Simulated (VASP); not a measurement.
# HgTe (Imm2) in VASP: single point with PBEsol

Aim: the single point of HgTe with PBEsol.

Everything below comes from runs of VASP 6.6.1. Logs are shortened: lines on timing, memory, paths and dates and some standing lists are left out, and cuts for length are marked.

### 1 The cell of the first run

It takes space group Imm2 (No. 44, orthorhombic). Conventional cell: a = 4.605 Å, b = 4.605 Å, c = 6.512 Å, α = 90.00°, β = 90.00°, γ = 90.00°. Within 3.6 Å of Hg (site symmetry mm2) lie 4 Te at 2.71 to 2.94 Å. Within 3.6 Å of Te (site symmetry mm2) lie 4 Hg at 2.71 to 2.94 Å.

### 2 Single point, PBEsol (atoms displaced along a vibrational mode)

INCAR reads:

```
PREC = Accurate
ENCUT = 520
EDIFF = 1E-6
ISMEAR = 0
SIGMA = 0.15
LREAL = False
LASPH = True
NELM = 100
ALGO = Normal
ISIF = 2
LWAVE = False
LCHARG = False
GGA = PS
NBANDS = 16
```

KPOINTS reads:

```
regular mesh
0
Gamma
  16 16 16
```

POSCAR reads:

```
HgTe
1.0
    0.0000000000      3.2558862265      3.2558862265
    3.2558862265      0.0000000000      3.2558862265
    3.2558862265      3.2558862265      0.0000000000
Hg Te
1 1
Direct
    0.0117224691      0.0117224691     -0.0117224691
    0.7315718376      0.7315718376      0.7684281624
```

Potentials or basis: VASP PAW PBE potentials, release 64 (Hg, Te).

Run with:

```bash
$ cat potpaw_PBE.64/Hg/POTCAR potpaw_PBE.64/Te/POTCAR > POTCAR
$ mpirun -np 1 vasp_std > vasp.out
```

OUTCAR:

```text
PREC = Accurate
   ENCUT = 520
   EDIFF = 1E-6
   ISMEAR = 0
   LREAL = False
   LASPH = True
   NELM = 100
   ISIF = 2
   GGA = PS

 ion  position               nearest neighbor table
   1  0.012  0.012  0.988-   2 2.71   2 2.71   2 2.94   2 2.94
   2  0.732  0.732  0.768-   1 2.71   1 2.71   1 2.94   1 2.94

  LATTYP: Found a face centered cubic cell.
 ALAT       =     6.5117724530

  Lattice vectors:

 A1 = (   0.0000000000,   3.2558862265,   3.2558862265)
 A2 = (   3.2558862265,   0.0000000000,   3.2558862265)
 A3 = (   3.2558862265,   3.2558862265,   0.0000000000)

Analysis of symmetry for initial positions (statically):
=====================================================================
 Subroutine PRICEL returns:
 Original cell was already a primitive cell.

 Routine SETGRP: Setting up the symmetry group for a
 face centered cubic supercell.

 Subroutine GETGRP returns: Found  4 space group operations
 (whereof  4 operations were pure point group operations)
 out of a pool of 48 trial point group operations.

The static configuration has the point symmetry C_2v.

Analysis of symmetry for dynamics (positions and initial velocities):
=====================================================================
 Subroutine PRICEL returns:
 Original cell was already a primitive cell.

 Routine SETGRP: Setting up the symmetry group for a
 face centered cubic supercell.

 Subroutine GETGRP returns: Found  4 space group operations
 (whereof  4 operations were pure point group operations)
 out of a pool of 48 trial point group operations.

The dynamic configuration has the point symmetry C_2v.

 Subroutine INISYM returns: Found  4 space group operations
 (whereof  4 operations are pure point group operations),
 and found     1 'primitive' translations

----------------------------------------------------------------------------------------

                                     Primitive cell

  volume of cell :      69.0300

  direct lattice vectors                    reciprocal lattice vectors
     0.000000000  3.255886226  3.255886226    -0.153568020  0.153568020  0.153568020
     3.255886226  0.000000000  3.255886226     0.153568020 -0.153568020  0.153568020
     3.255886226  3.255886226  0.000000000     0.153568020  0.153568020 -0.153568020

  length of vectors
     4.604518459  4.604518459  4.604518459     0.265987612  0.265987612  0.265987612

  position of ions in fractional coordinates (direct lattice)
     0.011722469  0.011722469  0.988277531
     0.731571838  0.731571838  0.768428162

  ion indices of the primitive-cell ions
   primitive index   ion index
                 1           1
                 2           2

----------------------------------------------------------------------------------------

 KPOINTS: regular mesh

Automatic generation of k-mesh.
 Grid dimensions read from file:
 generate k-points for:   16   16   16

 Generating k-lattice:

  Cartesian coordinates                     Fractional coordinates (reciprocal lattice)
    -0.009598001  0.009598001  0.009598001     0.062500000  0.000000000  0.000000000
     0.009598001 -0.009598001  0.009598001     0.000000000  0.062500000  0.000000000
     0.009598001  0.009598001 -0.009598001     0.000000000  0.000000000  0.062500000

  Length of vectors
     0.016624226  0.016624226  0.016624226

  Shift w.r.t. Gamma in fractional coordinates (k-lattice)
     0.000000000  0.000000000  0.000000000

 Subroutine IBZKPT returns following result:
 ===========================================

 Found    621 irreducible k-points:

 Following reciprocal coordinates:
            Coordinates               Weight
  0.000000  0.000000  0.000000      1.000000
  0.062500  0.000000  0.000000      4.000000
  0.000000  0.000000  0.062500      4.000000
  0.125000  0.000000  0.000000      4.000000
  0.000000  0.000000  0.125000      4.000000
  0.187500  0.000000  0.000000      4.000000
[... 16 lines left out ...]
  0.062500  0.062500 -0.062500      4.000000
  0.187500  0.062500  0.000000      4.000000
 [... further k-points ...]
   k-points           NKPTS =    621   k-points in BZ     NKDIM =    621   number of bands    NBANDS=     16
   number of dos      NEDOS =    301   number of ions     NIONS =      2
   total plane-waves  NPLWV =  46656
   dimension x,y,z NGX =    36 NGY =   36 NGZ =   36
   dimension x,y,z NGXF=    72 NGYF=   72 NGZF=   72
   ions per type =               1   1
   NGX,Y,Z   is equivalent  to a cutoff of  13.00, 13.00, 13.00 a.u.
   NGXF,Y,Z  is equivalent  to a cutoff of  26.00, 26.00, 26.00 a.u.
 SYSTEM =  unknown system
   PREC   = accura    normal or accurate (medium, high low for compatibility)
   ISTART =      0    job   : 0-new  1-cont  2-samecut
   ICHARG =      2    charge: 1-file 2-atom 10-const
   ISPIN  =      1    spin polarized calculation?
   LNONCOLLINEAR =      F non collinear calculations
   LSORBIT =      F    spin-orbit coupling
   LASPH  =      T    aspherical Exc in radial PAW
   ENCUT  =  520.0 eV  38.22 Ry    6.18 a.u.   8.56  8.56  8.56*2*pi/ulx,y,z
   NELM   =    100;   NELMIN=  2; NELMDL= -5     # of ELM steps
   EDIFF  = 0.1E-05   stopping-criterion for ELM
   LREAL  =      F    real-space projection
   EDIFFG = 0.1E-04   stopping-criterion for IOM
   NSW    =      0    number of steps for IOM
   IBRION =     -1    ionic relax: 0-MD 1-quasi-New 2-CG
   NFREE  =      0    steps in history (QN), initial steepest desc. (CG)
   ISIF   =      2    stress and relaxation
   ISYM   =      2    0-nonsym 1-usesym 2-fastsym
   POTIM  = 0.5000    time-step for ionic-motion
   TEBEG  =    0.0;   TEEND  =   0.0 temperature during run
   PSTRESS=    0.0 pullay stress
   NELECT =      18.0000    total number of electrons
   NUPDOWN=      -1.0000    fix difference up-down
   EMIN   =  10.00;   EMAX   =-10.00  energy-range for DOS
   EFERMI =   0.00;   METHOD = LEGACY
   ISMEAR =     0;   SIGMA  =   0.15  broadening in eV -4-tet -1-fermi 0-gaus
   EFERMI_NEDOS =   21; number of points for ismear=-14 and -15
   IALGO  =     38    algorithm
   IMIX   =      4    mixing-type and parameters
     AMIX     =   0.40;   BMIX     =  1.00
     AMIX_MAG =   1.60;   BMIX_MAG =  1.00
  volume/ion in A,a.u.               =      34.51       232.92
  Fermi-wavevector in a.u.,A,eV,Ry     =   1.045891  1.976447 14.883251  1.093888
  Thomas-Fermi vector in A             =   2.180706
   LORBIT       =      0    0 simple, 1 ext, 2 COOP (PROOUT), +10 PAW based schemes
   GGA     = PS    functional components
   LHFCALC =     F    Hartree Fock is set to
   AEXX    =    0.0000 exact exchange contribution
   IVDW    =     0    specifies the selected vdW correction
   LEPSILON=     F    determine dielectric tensor
   LRPA    =     F    only Hartree local field effects (RPA)
 non-spin polarized calculation
 Gauss-broadening in eV      SIGMA  =   0.15
  energy-cutoff  :      520.00
  volume of cell :       69.03
 maximum number of plane-waves:      1880
 NGX is ok and might be reduce to    36
   NGX = 17   NGY = 17   NGZ = 17

 number of electron      18.0000001 magnetization

 Free energy of the ion-electron system (eV)
  ---------------------------------------------------
  ext. energy  EPLUGINS =         0.00000000
  ---------------------------------------------------
  free energy    TOTEN  =        -4.31095291 eV

  energy without entropy =       -4.31076339  energy(sigma->0) =       -4.31085815

 E-fermi :   2.8756     XC(G=0):  -8.8357

 val. band max:        2.8153251717   @ k =   0.0000   0.0000   0.0000
 cond. band min:       3.0470686058   @ k =   0.0000   0.0000   0.0625
 fundamental gap:      0.2317434341
 Fermi energy:         2.8755697900

 k-point     1 :       0.0000    0.0000    0.0000
  band No.  band energies     occupation
      1      -9.1934      2.00000
      2      -4.7068      2.00000
      3      -4.5577      2.00000
      4      -4.3780      2.00000
      5      -4.0462      2.00000
      6      -4.0011      2.00000
[... 8 lines left out ...]
     15      11.9562      0.00000
     16      12.2419      0.00000

 k-point     2 :       0.0625    0.0000    0.0000
  band No.  band energies     occupation
      1      -9.1726      2.00000
      2      -4.7028      2.00000
      3      -4.5479      2.00000
      4      -4.3732      2.00000
      5      -4.0469      2.00000
      6      -4.0030      2.00000
[... 8 lines left out ...]
     15      11.6770      0.00000
     16      11.7523      0.00000

 k-point     3 :       0.0000    0.0000    0.0625
  band No.  band energies     occupation
      1      -9.1760      2.00000
      2      -4.7016      2.00000
      3      -4.5538      2.00000
      4      -4.3726      2.00000
      5      -4.0466      2.00000
      6      -4.0001      2.00000
[... 8 lines left out ...]
     15      11.6719      0.00000
     16      11.8566      0.00000

 k-point     4 :       0.1250    0.0000    0.0000
  band No.  band energies     occupation
      1      -9.1124      2.00000
      2      -4.6891      2.00000
      3      -4.5189      2.00000
      4      -4.3601      2.00000
      5      -4.0482      2.00000
      6      -4.0081      2.00000
[... 8 lines left out ...]
     15      11.2988      0.00000
     16      11.3544      0.00000

 k-point     5 :       0.0000    0.0000    0.1250
  band No.  band energies     occupation
      1      -9.1256      2.00000
      2      -4.6868      2.00000
      3      -4.5422      2.00000
      4      -4.3543      2.00000
      5      -4.0476      2.00000
      6      -3.9964      2.00000
[... 8 lines left out ...]
     15      11.3358      0.00000
     16      11.4484      0.00000

 k-point     6 :       0.1875    0.0000    0.0000
  band No.  band energies     occupation
      1      -9.0196      2.00000
      2      -4.6606      2.00000
      3      -4.4709      2.00000
      4      -4.3424      2.00000
      5      -4.0475      2.00000
      6      -4.0153      2.00000
[... 8 lines left out ...]
     15      11.0689      0.00000
     16      11.1492      0.00000

 k-point     7 :       0.0000    0.0000    0.1875
  band No.  band energies     occupation
      1      -9.0485      2.00000
      2      -4.6650      2.00000
      3      -4.5245      2.00000
      4      -4.3166      2.00000
      5      -4.0482      2.00000
      6      -3.9893      2.00000
[... 8 lines left out ...]
     15      11.1777      0.00000
     16      11.2018      0.00000

 k-point     8 :       0.2500    0.0000    0.0000
  band No.  band energies     occupation
      1      -8.9057      2.00000
      2      -4.6124      2.00000
      3      -4.4026      2.00000
      4      -4.3255      2.00000
      5      -4.0421      2.00000
      6      -4.0224      2.00000
[... 8 lines left out ...]
     15      11.0335      0.00000
     16      11.1773      0.00000

 k-point     9 :       0.0000    0.0000    0.2500
  band No.  band energies     occupation
      1      -8.9550      2.00000
      2      -4.6400      2.00000
      3      -4.5056      2.00000
      4      -4.2474      2.00000
      5      -4.0473      2.00000
      6      -3.9775      2.00000
[... 8 lines left out ...]
     15      11.1691      0.00000
     16      11.2340      0.00000
[... 172 lines left out ...]
 k-point    19 :       0.0000    0.0625    0.0625
  band No.  band energies     occupation
      1      -9.1675      2.00000
      2      -4.7024      2.00000
      3      -4.5456      2.00000
      4      -4.3729      2.00000
      5      -4.0486      2.00000
      6      -3.9998      2.00000
[... 8 lines left out ...]
     15      11.3225      0.00000
     16      12.0571      0.00000

 k-point    20 :       0.1250    0.0625    0.0000
  band No.  band energies     occupation
      1      -9.1245      2.00000
      2      -4.6844      2.00000
      3      -4.5396      2.00000
      4      -4.3538      2.00000
      5      -4.0422      2.00000
      6      -4.0103      2.00000
[... 8 lines left out ...]
     15      10.8643      0.00000
     16      11.8924      0.00000

 k-point    21 :       0.0000    0.1250    0.0625
  band No.  band energies     occupation
      1      -9.1189      2.00000
      2      -4.6932      2.00000
      3      -4.5195      2.00000
      4      -4.3639      2.00000
      5      -4.0515      2.00000
      6      -4.0031      2.00000
[... 8 lines left out ...]
     15      10.8852      0.00000
     16      11.8096      0.00000

 k-point    22 :       0.0625    0.0000    0.1250
  band No.  band energies     occupation
      1      -9.1286      2.00000
      2      -4.6921      2.00000
      3      -4.5355      2.00000
      4      -4.3609      2.00000
      5      -4.0507      2.00000
      6      -3.9943      2.00000
[... 8 lines left out ...]
     15      10.9224      0.00000
     16      11.8609      0.00000

 k-point    23 :       0.0625    0.0625   -0.0625
  band No.  band energies     occupation
      1      -9.1280      2.00000
      2      -4.6829      2.00000
      3      -4.5465      2.00000
      4      -4.3518      2.00000
      5      -4.0421      2.00000
      6      -4.0075      2.00000
[... 8 lines left out ...]
     15      10.8630      0.00000
     16      11.9662      0.00000

 k-point    24 :       0.1875    0.0625    0.0000
  band No.  band energies     occupation
      1      -9.0450      2.00000
      2      -4.6640      2.00000
      3      -4.5000      2.00000
      4      -4.3347      2.00000
      5      -4.0398      2.00000
      6      -4.0173      2.00000
[... 8 lines left out ...]
     15      10.8514      0.00000
     16      11.6162      0.00000

 [... further k-points ...]

------------------------ aborting loop because EDIFF is reached ----------------------------------------

  FORCE on cell =-STRESS in cart. coord.  units (eV):
  Direction    XX          YY          ZZ          XY          YZ          ZX
  --------------------------------------------------------------------------------------
  -------------------------------------------------------------------------------------
  Total        0.3767862      0.3767862      0.1290924     -0.9860204      0.0000000      0.0000000
  in kB        8.7451636      8.7451636      2.9962201    -22.8854177      0.0000000      0.0000000
  external PRESSURE =       6.8288491 kB  Pullay stress =       0.0000000 kB

 VOLUME and BASIS-vectors are now :
 -----------------------------------------------------------------------------
  energy-cutoff  :      520.00
  volume of cell :       69.03
      direct lattice vectors                 reciprocal lattice vectors
     0.000000000  3.255886226  3.255886226    -0.153568020  0.153568020  0.153568020
     3.255886226  0.000000000  3.255886226     0.153568020 -0.153568020  0.153568020
     3.255886226  3.255886226  0.000000000     0.153568020  0.153568020 -0.153568020

 POSITION                                       TOTAL-FORCE (eV/Angst)
 -----------------------------------------------------------------------------------
      3.25589      3.25589      0.07633        -0.000000     -0.000000     -0.673569
      4.88383      4.88383      4.76383         0.000000      0.000000      0.673569
 -----------------------------------------------------------------------------------
    total drift:                               -0.000000     -0.000000      0.000147

  FREE ENERGIE OF THE ION-ELECTRON SYSTEM (eV)
  ---------------------------------------------------
  free  energy   TOTEN  =        -4.3109529085 eV

  energy  without entropy=       -4.3107633933  energy(sigma->0) =       -4.31085815
```

Wall time 4.4 min (1 thread of AMD EPYC 9R45 (Zen 5), shared host); peak memory 0.75 GiB.

Results:

```
Free energy            : -4.3110 eV
Pressure               : 0.7 GPa
Largest force          : 0.674 eV/Å
Band gap on the k mesh : 0.06 eV
```

Forces in eV/Å, atoms in the order of the input:
```
Hg   0.000  0.000 -0.674
Te   0.000  0.000  0.674
```

Stress tensor (GPa, compression positive):
```
 0.87 -2.29  0.00
-2.29  0.87  0.00
 0.00  0.00  0.30
```

Caveat: the cell differs from its parent crystal (atoms displaced along a vibrational mode); the smearing spreads over this small gap; the PAW data sets were made with another functional, which shifts forces and pressure a little; spin-orbit coupling is left out, which moves the levels of the heavy elements.

The gap in the log of VASP goes by the Fermi energy; the results here count the filled bands.